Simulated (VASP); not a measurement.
# CuRe12 (a cell with a defect) in VASP: further runs

CuRe12 (a cell with a defect) is run at these levels: PBEsol; tasks: single point.

Program: VASP 6.6.1. These are calculated values, not measurements. Logs are shortened: lines on timing, memory, paths and dates and some standing lists are left out, and cuts for length are marked.

## 1. The cell of the first run

The cell holds a defect, 13 atoms: a = 5.520 Å, b = 8.280 Å, c = 4.457 Å, α = 90.00°, β = 90.00°, γ = 120.00°.

## 2. Single point, PBEsol

INCAR reads:

```
SYSTEM = CuRe12
ALGO = Normal
EDIFF = 1E-7
ENCUT = 520
GGA = PS
ISIF = 2
ISMEAR = -1
LASPH = .True.
LCHARG = .False.
LREAL = .False.
LWAVE = .False.
NBANDS = 60
NELM = 80
PREC = Accurate
SIGMA = 0.1
```

KPOINTS reads:

```
k-points
0
Gamma
  3 2 3
  0 0 0
```

POSCAR reads:

```
CuRe12
1.0
    5.5200000000      0.0000000000      0.0000000000
   -4.1400000000      7.1706900000      0.0000000000
    0.0000000000      0.0000000000      4.4574000000
Re Cu
12 1
Direct
    0.0137282327     -0.0166232259     -0.0699062234
    0.1442263110      0.2217220379      0.4638354198
    0.0760658052      0.3686674504     -0.0401130704
    0.1750680653      0.5545351981      0.4771840086
   -0.1139759918      0.5896503684      0.0822901243
    0.1103635881      0.8698326103      0.3943105846
    0.6605766560      0.0685708070      0.0473145780
    0.6642785286      0.2291829657      0.5175438596
    0.4655000503      0.2971401636     -0.0161529143
    0.6179416831      0.5334633069      0.5476735317
    0.5507144299      0.7085371143      0.0256427514
    0.6596680012      0.8958133736      0.5323731323
    0.2495935710      0.8043856310      0.8778660206
```

Potentials or basis: VASP PAW PBE potentials, release 64 (Re, Cu).

Command:

```sh
$ cat potpaw_PBE.64/Re/POTCAR potpaw_PBE.64/Cu/POTCAR > POTCAR
$ mpirun -np 1 vasp_std > vasp.out
```

OUTCAR:

```text
SYSTEM = CuRe12
   EDIFF = 1E-7
   ENCUT = 520
   GGA = PS
   ISIF = 2
   ISMEAR = -1
   LASPH = .True.
   LREAL = .False.
   NELM = 80
   PREC = Accurate

 ion  position               nearest neighbor table
   1  0.014  0.983  0.930-  13 2.42   7 2.44   6 2.44  12 2.46  11 2.46   9 2.56   2 2.70   6 2.72
                             2 2.94   3 3.04   5 3.05  12 3.18   7 3.32
   2  0.144  0.222  0.464-  10 2.62   3 2.64   9 2.65   3 2.67   4 2.68   8 2.69   1 2.70  12 2.70
                             9 2.79   6 2.84   8 2.85   1 2.94   7 2.97
   3  0.076  0.369  0.960-   7 2.43   9 2.50   4 2.54   5 2.58   2 2.64   2 2.67   4 2.67  11 2.74
                             8 2.79   1 3.04   9 3.12   8 3.17  10 3.18
   4  0.175  0.555  0.477-   5 2.49   3 2.54  10 2.56  13 2.61   3 2.67   2 2.68  11 2.71  12 2.76
                             8 2.76   6 2.83  10 3.01  11 3.04   5 3.22
   5  0.886  0.590  0.082-  13 2.11   9 2.41   6 2.44  10 2.45   4 2.49  11 2.51   3 2.58  10 2.72
                             1 3.05   4 3.22   8 3.24  11 3.30
   6  0.110  0.870  0.394-  13 2.44   1 2.44   5 2.44  13 2.57  12 2.67   1 2.72   4 2.83  10 2.84
                             2 2.84  12 2.99   7 3.05   8 3.07  11 3.15
   7  0.661  0.069  0.047-  13 2.35   3 2.43   1 2.44   8 2.48  12 2.59   9 2.62  12 2.70   8 2.71
                            11 2.73   2 2.97   6 3.05   1 3.32
   8  0.664  0.229  0.518-   7 2.48   9 2.54  10 2.66   2 2.69   7 2.71  12 2.75   4 2.76   3 2.79
                             9 2.79   2 2.85   6 3.07   3 3.17   5 3.24
   9  0.466  0.297  0.984-   5 2.41   3 2.50   8 2.54   1 2.56  10 2.58   7 2.62   2 2.65   8 2.79
                             2 2.79  10 3.03   3 3.12  11 3.20
  10  0.618  0.533  0.548-   5 2.45   4 2.56   9 2.58   2 2.62   8 2.66  11 2.70   5 2.72   6 2.84
                            11 2.86  12 2.89   4 3.01   9 3.03   3 3.18
  11  0.551  0.709  0.026-  13 2.27   1 2.46   5 2.51  12 2.58  12 2.63  10 2.70   4 2.71   7 2.73
                             3 2.74  10 2.86   4 3.04   6 3.15   9 3.20   5 3.30
  12  0.660  0.896  0.532-   1 2.46  13 2.52  11 2.58   7 2.59  11 2.63   6 2.67   7 2.70   2 2.70
                             8 2.75   4 2.76  10 2.89   6 2.99   1 3.18
  13  0.250  0.804  0.878-   5 2.11  11 2.27   7 2.35   1 2.42   6 2.44  12 2.52   6 2.57   4 2.61

  LATTYP: Found a simple monoclinic cell.
 ALAT       =     5.5200000000
 B/A-ratio  =     0.8075000000
 C/A-ratio  =     1.3228755945
 COS(beta)  =    -0.1889822452

  Lattice vectors:

 A1 = (   5.5200000000,   0.0000000000,   0.0000000000)
 A2 = (   0.0000000000,   0.0000000000,   4.4574000000)
 A3 = (  -1.3800000000,  -7.1706900000,   0.0000000000)

Analysis of symmetry for initial positions (statically):
=====================================================================
 Subroutine PRICEL returns:
 Original cell was already a primitive cell.

 Routine SETGRP: Setting up the symmetry group for a
 simple monoclinic supercell.

 Subroutine GETGRP returns: Found  1 space group operations
 (whereof  1 operations were pure point group operations)
 out of a pool of  4 trial point group operations.

The static configuration has the point symmetry C_1 .

Analysis of symmetry for dynamics (positions and initial velocities):
=====================================================================
 Subroutine PRICEL returns:
 Original cell was already a primitive cell.

 Routine SETGRP: Setting up the symmetry group for a
 simple monoclinic supercell.

 Subroutine GETGRP returns: Found  1 space group operations
 (whereof  1 operations were pure point group operations)
 out of a pool of  4 trial point group operations.

The dynamic configuration has the point symmetry C_1 .

 Subroutine INISYM returns: Found  1 space group operations
 (whereof  1 operations are pure point group operations),
 and found     1 'primitive' translations

----------------------------------------------------------------------------------------

                                     Primitive cell

  volume of cell :     176.4337

  direct lattice vectors                    reciprocal lattice vectors
     5.520000000  0.000000000  0.000000000     0.181159420  0.104592445  0.000000000
    -4.140000000  7.170690000  0.000000000     0.000000000  0.139456593  0.000000000
     0.000000000  0.000000000  4.457400000     0.000000000  0.000000000  0.224346031

  length of vectors
     5.520000000  8.279999703  4.457400000     0.209184883  0.139456593  0.224346031

  position of ions in fractional coordinates (direct lattice)
     0.013728233  0.983376774  0.930093777
     0.144226311  0.221722038  0.463835420
     0.076065805  0.368667450  0.959886930
     0.175068065  0.554535198  0.477184009
     0.886024008  0.589650368  0.082290124
     0.110363588  0.869832610  0.394310585
     0.660576656  0.068570807  0.047314578
     0.664278529  0.229182966  0.517543860
     0.465500050  0.297140164  0.983847086
     0.617941683  0.533463307  0.547673532
     0.550714430  0.708537114  0.025642751
[... 40 lines left out ...]
 -----------------------------------------------------------------------------
|                                                                             |
|           W    W    AA    RRRRR   N    N  II  N    N   GGGG   !!!           |
|           W    W   A  A   R    R  NN   N  II  NN   N  G    G  !!!           |
|           W    W  A    A  R    R  N N  N  II  N N  N  G       !!!           |
|           W WW W  AAAAAA  RRRRR   N  N N  II  N  N N  G  GGG   !            |
|           WW  WW  A    A  R   R   N   NN  II  N   NN  G    G                |
|           W    W  A    A  R    R  N    N  II  N    N   GGGG   !!!           |
|                                                                             |
|     Your reciprocal lattice and k-lattice belong to different lattice       |
|     classes:                                                                |
|                                                                             |
|        The reciprocal lattice is simple monoclinic,                         |
|        whereas your k-lattice is hexagonal.                                 |
|                                                                             |
|     Results are often still useful ...                                      |
|                                                                             |
 -----------------------------------------------------------------------------

 Subroutine IBZKPT returns following result:
 ===========================================

 Found     10 irreducible k-points:

 Following reciprocal coordinates:
            Coordinates               Weight
  0.000000  0.000000  0.000000      1.000000
  0.333333  0.000000  0.000000      2.000000
  0.000000  0.500000  0.000000      1.000000
  0.333333  0.500000  0.000000      2.000000
  0.000000  0.000000  0.333333      2.000000
  0.333333  0.000000  0.333333      2.000000
 -0.333333  0.000000  0.333333      2.000000
  0.000000  0.500000  0.333333      2.000000
  0.333333  0.500000  0.333333      2.000000
 -0.333333  0.500000  0.333333      2.000000
   k-points           NKPTS =     10   k-points in BZ     NKDIM =     10   number of bands    NBANDS=     60
   number of dos      NEDOS =    301   number of ions     NIONS =     13
   total plane-waves  NPLWV =  96768
   dimension x,y,z NGX =    42 NGY =   64 NGZ =   36
   dimension x,y,z NGXF=    84 NGYF=  128 NGZF=   72
   ions per type =              12   1
   NGX,Y,Z   is equivalent  to a cutoff of  12.65, 12.85, 13.43 a.u.
   NGXF,Y,Z  is equivalent  to a cutoff of  25.30, 25.70, 26.85 a.u.
 SYSTEM =  CuRe12
   PREC   = accura    normal or accurate (medium, high low for compatibility)
   ISTART =      0    job   : 0-new  1-cont  2-samecut
   ICHARG =      2    charge: 1-file 2-atom 10-const
   ISPIN  =      1    spin polarized calculation?
   LNONCOLLINEAR =      F non collinear calculations
   LSORBIT =      F    spin-orbit coupling
   LASPH  =      T    aspherical Exc in radial PAW
   ENCUT  =  520.0 eV  38.22 Ry    6.18 a.u.  10.26 15.40  8.29*2*pi/ulx,y,z
   NELM   =     80;   NELMIN=  2; NELMDL= -5     # of ELM steps
   EDIFF  = 0.1E-06   stopping-criterion for ELM
   LREAL  =      F    real-space projection
   EDIFFG = 0.1E-05   stopping-criterion for IOM
   NSW    =      0    number of steps for IOM
   IBRION =     -1    ionic relax: 0-MD 1-quasi-New 2-CG
   NFREE  =      0    steps in history (QN), initial steepest desc. (CG)
   ISIF   =      2    stress and relaxation
   ISYM   =      2    0-nonsym 1-usesym 2-fastsym
   POTIM  = 0.5000    time-step for ionic-motion
   TEBEG  =    0.0;   TEEND  =   0.0 temperature during run
   PSTRESS=    0.0 pullay stress
   NELECT =      95.0000    total number of electrons
   NUPDOWN=      -1.0000    fix difference up-down
   EMIN   =  10.00;   EMAX   =-10.00  energy-range for DOS
   EFERMI =   0.00;   METHOD = LEGACY
   ISMEAR =    -1;   SIGMA  =   0.10  broadening in eV -4-tet -1-fermi 0-gaus
   EFERMI_NEDOS =   21; number of points for ismear=-14 and -15
   IALGO  =     38    algorithm
   IMIX   =      4    mixing-type and parameters
     AMIX     =   0.40;   BMIX     =  1.00
     AMIX_MAG =   1.60;   BMIX_MAG =  1.00
  volume/ion in A,a.u.               =      13.57        91.59
  Fermi-wavevector in a.u.,A,eV,Ry     =   1.331851  2.516833 24.134366  1.773826
  Thomas-Fermi vector in A             =   2.460830
   LORBIT       =      0    0 simple, 1 ext, 2 COOP (PROOUT), +10 PAW based schemes
   GGA     = PS    functional components
   LHFCALC =     F    Hartree Fock is set to
   AEXX    =    0.0000 exact exchange contribution
   IVDW    =     0    specifies the selected vdW correction
   LEPSILON=     F    determine dielectric tensor
   LRPA    =     F    only Hartree local field effects (RPA)
 non-spin polarized calculation
  energy-cutoff  :      520.00
  volume of cell :      176.43
 maximum number of plane-waves:      4763
 NGX is ok and might be reduce to    42
   NGX = 21   NGY = 31   NGZ = 17

 number of electron      94.9999993 magnetization

 Free energy of the ion-electron system (eV)
  ---------------------------------------------------
  ext. energy  EPLUGINS =         0.00000000
  ---------------------------------------------------
  free energy    TOTEN  =      -156.20596865 eV

  energy without entropy =     -155.88948183  energy(sigma->0) =     -156.04772524

 E-fermi :   9.0318     XC(G=0): -14.0824

 val. band max:        9.0099605925   @ k =   0.0000   0.5000   0.3333
 cond. band min:       9.0653808977   @ k =   0.3333   0.0000   0.0000
 fundamental gap:      0.0554203053
 Fermi energy:         9.0317919321

 k-point     1 :       0.0000    0.0000    0.0000
  band No.  band energies     occupation
      1      -1.7726      2.00000
      2       1.3902      2.00000
      3       1.6039      2.00000
      4       1.7228      2.00000
      5       1.8538      2.00000
      6       2.1633      2.00000
[... 609 lines left out ...]
     58      11.0408      0.00000
     59      11.2946      0.00000
 [bands above 59 left out]

------------------------ aborting loop because EDIFF is reached ----------------------------------------

  FORCE on cell =-STRESS in cart. coord.  units (eV):
  Direction    XX          YY          ZZ          XY          YZ          ZX
  --------------------------------------------------------------------------------------
  -------------------------------------------------------------------------------------
  Total       46.8299081     44.4182439     43.1823583      1.0209905     -5.3581969      1.1248281
  in kB      425.2577662    403.3576823    392.1347269      9.2715134    -48.6572564     10.2144529
  external PRESSURE =     406.9167251 kB  Pullay stress =       0.0000000 kB

 VOLUME and BASIS-vectors are now :
 -----------------------------------------------------------------------------
  energy-cutoff  :      520.00
  volume of cell :      176.43
      direct lattice vectors                 reciprocal lattice vectors
     5.520000000  0.000000000  0.000000000     0.181159420  0.104592445  0.000000000
    -4.140000000  7.170690000  0.000000000     0.000000000  0.139456593  0.000000000
     0.000000000  0.000000000  4.457400000     0.000000000  0.000000000  0.224346031

 POSITION                                       TOTAL-FORCE (eV/Angst)
 -----------------------------------------------------------------------------------
     -3.99540      7.05149      4.14580         2.031272      2.140042     -0.499231
     -0.12180      1.58990      2.06750         1.164752     -1.128357     -1.056863
     -1.10640      2.64360      4.27860        -1.370770     -0.510722      0.082309
     -1.32940      3.97640      2.12700        -0.513687      1.185652      1.143342
      2.44970      4.22820      0.36680        -1.126583     -2.758548     -0.746754
     -2.99190      6.23730      1.75760         1.676080      1.379331      1.596379
      3.36250      0.49170      0.21090        -1.955937     -0.466834      0.314901
      2.71800      1.64340      2.30690        -0.216717      0.273579      0.150520
      1.33940      2.13070      4.38540         0.765542     -0.215174      1.080774
      1.20250      3.82530      2.44120        -0.327077      1.334124      0.592625
      0.10660      5.08070      0.11430         0.440868     -2.903704      1.714630
     -0.06730      6.42360      2.37300        -1.068734     -0.992849     -1.144463
     -1.95240      5.76800      3.91300         0.500991      2.663460     -3.228169
 -----------------------------------------------------------------------------------
    total drift:                                0.000161     -0.000119     -0.000106

  FREE ENERGIE OF THE ION-ELECTRON SYSTEM (eV)
  ---------------------------------------------------
  free  energy   TOTEN  =      -156.2059686491 eV

  energy  without entropy=     -155.8894818255  energy(sigma->0) =     -156.04772524
```

Wall time 11 min (1 thread of Oxide Virtual Turin-like, shared host); peak memory 0.31 GiB.

What came out:

* Free energy: -156.2060 eV
* Pressure: 40.7 GPa
* Largest force: 4.215 eV/Å

Forces on the atoms (eV/Å):
```
Re   2.031  2.140 -0.499
Re   1.165 -1.128 -1.057
Re  -1.371 -0.511  0.082
Re  -0.514  1.186  1.143
Re  -1.127 -2.759 -0.747
Re   1.676  1.379  1.596
Re  -1.956 -0.467  0.315
Re  -0.217  0.274  0.151
Re   0.766 -0.215  1.081
Re  -0.327  1.334  0.593
Re   0.441 -2.904  1.715
Re  -1.069 -0.993 -1.144
Cu   0.501  2.663 -3.228
```

Stress tensor (GPa, compression positive):
```
42.53  0.93  1.02
 0.93 40.34 -4.87
 1.02 -4.87 39.21
```

Levels at points of the mesh, in eV from the Fermi level:
```csv
k point,band 45,band 46,band 47,band 48,band 49,band 50
"(0.00, 0.00, 0.00)",-0.57,-0.41,-0.34,-0.07,0.31,0.53
"(0.00, 0.50, 0.00)",-0.57,-0.43,-0.32,-0.14,0.13,0.23
```

Caveat: the k points lie up to 0.47 Å⁻¹ apart; the PAW data sets were made with another functional, which shifts forces and pressure a little; spin-orbit coupling is left out, which moves the levels of the heavy elements.

## 3. Single point, PBEsol

INCAR reads:

```
SYSTEM = CuRe12
PREC = Accurate ; ENCUT = 520
EDIFF = 1E-6 ; ISMEAR = -1
SIGMA = 0.1 ; LREAL = .False.
LASPH = .True. ; NELM = 60
ALGO = Normal ; ISIF = 2
LWAVE = .False. ; LCHARG = .False.
GGA = PS ; NBANDS = 60
```

KPOINTS reads:

```
regular mesh
0
Gamma
  3 2 3
  0 0 0
```

POSCAR reads:

```
CuRe12
1.0
    5.5200000000      0.0000000000      0.0000000000
   -4.1400000000      7.1706900000      0.0000000000
    0.0000000000      0.0000000000      4.4574000000
Re Cu
12 1
Direct
   -0.0078271370     -0.0169579218     -0.0554359043
    0.1446732268      0.2121971526      0.4803921569
    0.0109666075      0.3305400178     -0.0247902365
    0.1481220174      0.5595974725      0.5081661955
   -0.0776065525      0.6014762875      0.0519136716
    0.1883503669      0.9045154650      0.3898460986
    0.6214270013      0.0502601563      0.0678871091
    0.6695991476      0.2419292983      0.5159734374
    0.4700872508      0.3191743054      0.0058554314
    0.6631811407      0.5669468350      0.5292098533
    0.5004694952      0.6501187473      0.0254632746
    0.6719172199      0.8921456652      0.4864719343
    0.3105369738      0.8294599265      0.8222730740
```

Potentials or basis: VASP PAW PBE potentials, release 64 (Re, Cu).

Command:

```sh
$ cat potpaw_PBE.64/Re/POTCAR potpaw_PBE.64/Cu/POTCAR > POTCAR
$ mpirun -np 1 vasp_std > vasp.out
```

Wall time 9.2 min (1 thread of Oxide Virtual Turin-like, shared host); peak memory 0.31 GiB.

Results (log left out):

- Free energy: -156.7814 eV
- Pressure: 37.9 GPa
- Largest force: 3.643 eV/Å

Forces on the atoms (eV/Å):
```
Re   2.695 -0.554  0.003
Re   0.770  0.887  0.572
Re   1.410  3.342 -0.335
Re   1.787 -1.297 -0.271
Re   0.457  1.129 -1.124
Re  -2.846 -0.073 -0.448
Re  -1.362  1.481 -0.122
Re  -0.808 -0.184  1.218
Re   0.155 -0.903 -0.645
Re  -0.631 -0.514  0.302
Re  -0.765  0.543  0.224
Re   2.079 -2.174  0.280
Cu  -2.941 -1.685  0.345
```

Stress tensor (GPa, compression positive):
```
36.78  7.15  4.82
 7.15 39.16 -3.40
 4.82 -3.40 37.77
```

Levels at points of the mesh, in eV from the Fermi level:
```tsv
k point	band 43	band 44	band 45	band 46	band 47	band 48	band 49	band 50	band 51	band 52
(0.00, 0.00, 0.00)	-0.93	-0.83	-0.80	-0.62	-0.50	-0.06	0.04	0.54	0.95	1.03
(0.00, 0.50, 0.00)	-0.83	-0.77	-0.69	-0.64	-0.38	-0.20	-0.13	0.14	0.34	0.82
```

Caveat: the k points lie up to 0.47 Å⁻¹ apart; the PAW data sets were made with another functional, which shifts forces and pressure a little; spin-orbit coupling is left out, which moves the levels of the heavy elements.

[end of part 1 of 2]
